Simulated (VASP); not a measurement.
# C (Fmmm) in VASP: notebook

C is run at these levels: LDA; tasks: single point.

Everything below comes from runs of VASP 6.6.1. Logs are shortened: lines on timing, memory, paths and dates and some standing lists are left out, and cuts for length are marked.

## Step 1: The cell of the first run

It takes space group Fmmm (No. 69, orthorhombic). The conventional cell has a = 2.514 Å, b = 4.353 Å, c = 6.356 Å, α = 90.00°, β = 90.00°, γ = 90.00°. C (site symmetry m2m) has 3 C at 1.45 Å within 1.9 Å.

## Step 2: Single point, LDA

File INCAR:

```
  PREC = Accurate
  ENCUT = 520
  EDIFF = 1E-7
  ISMEAR = 0
  SIGMA = 0.03
  LREAL = False
  LASPH = True
  NELM = 80
  ALGO = Normal
  ISIF = 2
  LWAVE = False
  LCHARG = False
  GGA = CA
  NBANDS = 11
```

File KPOINTS:

```
regular mesh
0
Gamma
  18 18 18
```

File POSCAR:

```
C
1.0
    0.0000000000      2.1763058470      3.1780843242
    1.2572472917      0.0000000000      3.1780843242
    1.2572472917      2.1763058470      0.0000000000
C
2
Direct
    0.1667065656      0.8332934344      0.1667065656
    0.8332934344      0.1667065656      0.8332934344
```

Potentials or basis: VASP PAW LDA potentials, release 64 (C).

The run is started by

```console
> cat potpaw_LDA.64/C/POTCAR > POTCAR
> mpirun -np 1 vasp_std > vasp.out
```

OUTCAR:

```text
PREC = Accurate
   ENCUT = 520
   EDIFF = 1E-7
   ISMEAR = 0
   LREAL = False
   LASPH = True
   NELM = 80
   ISIF = 2
   GGA = CA

 ion  position               nearest neighbor table
   1  0.167  0.833  0.167-   2 1.45   2 1.45   2 1.45
   2  0.833  0.167  0.833-   1 1.45   1 1.45   1 1.45

  LATTYP: Found a face centered orthorhombic cell.
 ALAT       =     2.5144945834
 B/A-ratio  =     1.7310085783
 C/A-ratio  =     2.5278116288

  Lattice vectors:

 A1 = (   0.0000000000,   2.1763058470,   3.1780843242)
 A2 = (   1.2572472917,   0.0000000000,   3.1780843242)
 A3 = (   1.2572472917,   2.1763058470,   0.0000000000)

Analysis of symmetry for initial positions (statically):
=====================================================================
 Subroutine PRICEL returns:
 Original cell was already a primitive cell.

 Routine SETGRP: Setting up the symmetry group for a
 face centered orthorhombic supercell.

 Subroutine GETGRP returns: Found  8 space group operations
 (whereof  8 operations were pure point group operations)
 out of a pool of  8 trial point group operations.

The static configuration has the point symmetry D_2h.

Analysis of symmetry for dynamics (positions and initial velocities):
=====================================================================
 Subroutine PRICEL returns:
 Original cell was already a primitive cell.

 Routine SETGRP: Setting up the symmetry group for a
 face centered orthorhombic supercell.

 Subroutine GETGRP returns: Found  8 space group operations
 (whereof  8 operations were pure point group operations)
 out of a pool of  8 trial point group operations.

The dynamic configuration has the point symmetry D_2h.

 Subroutine INISYM returns: Found  8 space group operations
 (whereof  8 operations are pure point group operations),
 and found     1 'primitive' translations

----------------------------------------------------------------------------------------

                                     Primitive cell

  volume of cell :      17.3915

  direct lattice vectors                    reciprocal lattice vectors
     0.000000000  2.176305847  3.178084324    -0.397694235  0.229747120  0.157327481
     1.257247292  0.000000000  3.178084324     0.397694235 -0.229747120  0.157327481
     1.257247292  2.176305847  0.000000000     0.397694235  0.229747120 -0.157327481

  length of vectors
[... 84 lines left out ...]
   EDIFFG = 0.1E-05   stopping-criterion for IOM
   NSW    =      0    number of steps for IOM
   IBRION =     -1    ionic relax: 0-MD 1-quasi-New 2-CG
   NFREE  =      0    steps in history (QN), initial steepest desc. (CG)
   ISIF   =      2    stress and relaxation
   ISYM   =      2    0-nonsym 1-usesym 2-fastsym
   POTIM  = 0.5000    time-step for ionic-motion
   TEBEG  =    0.0;   TEEND  =   0.0 temperature during run
   PSTRESS=    0.0 pullay stress
   NELECT =       8.0000    total number of electrons
   NUPDOWN=      -1.0000    fix difference up-down
   EMIN   =  10.00;   EMAX   =-10.00  energy-range for DOS
   EFERMI =   0.00;   METHOD = LEGACY
   ISMEAR =     0;   SIGMA  =   0.03  broadening in eV -4-tet -1-fermi 0-gaus
   EFERMI_NEDOS =   21; number of points for ismear=-14 and -15
   IALGO  =     38    algorithm
   IMIX   =      4    mixing-type and parameters
     AMIX     =   0.40;   BMIX     =  1.00
     AMIX_MAG =   1.60;   BMIX_MAG =  1.00
  volume/ion in A,a.u.               =       8.70        58.68
  Fermi-wavevector in a.u.,A,eV,Ry     =   1.263745  2.388132 21.729206  1.597052
  Thomas-Fermi vector in A             =   2.397086
   LORBIT       =      0    0 simple, 1 ext, 2 COOP (PROOUT), +10 PAW based schemes
   GGA     = CA    functional components
   LHFCALC =     F    Hartree Fock is set to
   AEXX    =    0.0000 exact exchange contribution
   IVDW    =     0    specifies the selected vdW correction
   LEPSILON=     F    determine dielectric tensor
   LRPA    =     F    only Hartree local field effects (RPA)
 non-spin polarized calculation
 Gauss-broadening in eV      SIGMA  =   0.03
  energy-cutoff  :      520.00
  volume of cell :       17.39
 maximum number of plane-waves:       482
 NGX is ok and might be reduce to    30

 number of electron       8.0000000 magnetization

 Free energy of the ion-electron system (eV)
  ---------------------------------------------------
  ext. energy  EPLUGINS =         0.00000000
  ---------------------------------------------------
  free energy    TOTEN  =       -20.11730462 eV

  energy without entropy =      -20.11727304  energy(sigma->0) =      -20.11728883

 E-fermi :   4.7443     XC(G=0): -10.9743

 val. band max:        4.7381336115   @ k =  -0.2222   0.1111   0.3333
 cond. band min:       4.8298954449   @ k =  -0.1667   0.1667   0.3333
 fundamental gap:      0.0917618334
 Fermi energy:         4.7443202344

 k-point     1 :       0.0000    0.0000    0.0000
  band No.  band energies     occupation
      1     -14.3544      2.00000
      2      -1.0646      2.00000
      3       1.6892      2.00000
      4       1.7261      2.00000
      5       9.3716      0.00000
      6      12.5949      0.00000
      7      12.7190      0.00000
      8      15.2620      0.00000
      9      16.3564      0.00000
     10      26.2940      0.00000
     11      30.3218      0.00000
[... 309 lines left out ...]
 k-point    24 :      -0.2222    0.0556    0.0000
  band No.  band energies     occupation
      1     -12.5679      2.00000
      2      -3.1201      2.00000
      3      -0.4519      2.00000
      4       0.6000      2.00000
      5      10.3280      0.00000
      6      11.7546      0.00000
      7      12.3100      0.00000
      8      18.2635      0.00000
      9      19.8351      0.00000
     10      22.3051      0.00000
     11      27.3155      0.00000

 [... further k-points ...]
[... 5 lines left out ...]
  --------------------------------------------------------------------------------------
  -------------------------------------------------------------------------------------
  Total       -3.5182843     -3.5775220      0.2679654      0.0000000      0.0000000      0.0000000
  in kB     -324.1197230   -329.5769596     24.6861421      0.0000000      0.0000000      0.0000000
  external PRESSURE =    -209.6701802 kB  Pullay stress =       0.0000000 kB

 VOLUME and BASIS-vectors are now :
 -----------------------------------------------------------------------------
  energy-cutoff  :      520.00
  volume of cell :       17.39
      direct lattice vectors                 reciprocal lattice vectors
     0.000000000  2.176305847  3.178084324    -0.397694235  0.229747120  0.157327481
     1.257247292  0.000000000  3.178084324     0.397694235 -0.229747120  0.157327481
     1.257247292  2.176305847  0.000000000     0.397694235  0.229747120 -0.157327481

 POSITION                                       TOTAL-FORCE (eV/Angst)
 -----------------------------------------------------------------------------------
      1.25725      0.72561      3.17808         0.000000     -0.005995      0.000000
      1.25725      3.62700      3.17808         0.000000      0.005995      0.000000
 -----------------------------------------------------------------------------------
    total drift:                                0.000000      0.000000     -0.000000

  FREE ENERGIE OF THE ION-ELECTRON SYSTEM (eV)
  ---------------------------------------------------
  free  energy   TOTEN  =       -20.1173046221 eV

  energy  without entropy=      -20.1172730375  energy(sigma->0) =      -20.11728883
```

It took 5.6 min on 1 thread of Intel Xeon 6975P-C, shared host; peak memory 0.23 GiB.

Results:

- Free energy: -20.1173 eV
- Pressure: -21.0 GPa
- Largest force: 0.006 eV/Å

Forces in eV/Å, atoms in the order of the input:
```
C    0.000 -0.006  0.000
C    0.000  0.006  0.000
```

## Step 3: Single point, LDA

This run uses another cell than the first one, of the same volume but with other edges.

File INCAR:

```
ALGO     = Normal         # electronic algorithm
EDIFF    = 1E-6           # SCF threshold, eV
ENCUT    = 520            # plane-wave cutoff, eV
GGA      = CA             # functional
ISIF     = 2              # what is computed and relaxed
ISMEAR   = 0              # smearing method
LASPH    = True           # aspherical terms in the spheres
LCHARG   = False          # write CHGCAR
LREAL    = False          # projectors in reciprocal space
LWAVE    = False          # write WAVECAR
NBANDS   = 11             # bands
NELM     = 60             # most SCF steps
PREC     = Accurate       # precision mode
SIGMA    = 0.03           # smearing width, eV
```

File KPOINTS:

```
k-points
0
Gamma
  18 18 18
```

File POSCAR:

```
C
1.0
    0.0000000000      2.1456495685      3.2695477669
    1.2395372243      0.0000000000      3.2695477669
    1.2395372243      2.1456495685      0.0000000000
C
2
Direct
    0.1667065656      0.8332934344      0.1667065656
    0.8332934344      0.1667065656      0.8332934344
```

Potentials or basis: VASP PAW LDA potentials, release 64 (C).

The run is started by

```console
> cat potpaw_LDA.64/C/POTCAR > POTCAR
> mpirun -np 1 vasp_std > vasp.out
```

Wall time 3.9 min (1 thread of Intel Xeon 6975P-C, shared host); peak memory 0.24 GiB.

The run converged. Its results:

* Free energy: -20.1974 eV
* Pressure: -10.3 GPa
* Band gap on the k mesh: 0.09 eV, indirect (least direct gap 0.19 eV)

Stress tensor (GPa, compression positive):
```
-15.81   0.00   0.00
  0.00 -15.98   0.00
  0.00   0.00   0.97
```

Levels at points of the mesh, in eV from the valence-band top:
```csv
k point,band 1,band 2,band 3,band 4,band 5,band 6,band 7,band 8,band 9
"(0.00, 0.00, 0.00)",-19.28,-6.20,-2.94,-2.92,4.25,8.23,8.33,11.14,12.63
"(0.50, 0.00, 0.00)",-13.89,-12.96,-6.26,-2.27,1.63,7.38,12.36,13.62,19.13
"(0.50, 0.50, 0.00)",-18.89,-8.55,-2.97,-2.93,8.19,8.28,10.90,11.32,12.45
"(0.50, 0.00, 0.50)",-14.03,-13.07,-6.23,-1.34,2.63,7.63,11.06,11.17,17.89
"(0.00, 0.50, 0.50)",-13.73,-12.84,-6.31,-3.08,0.82,7.12,13.60,17.68,19.51
```

 A k mesh can miss the band edges.
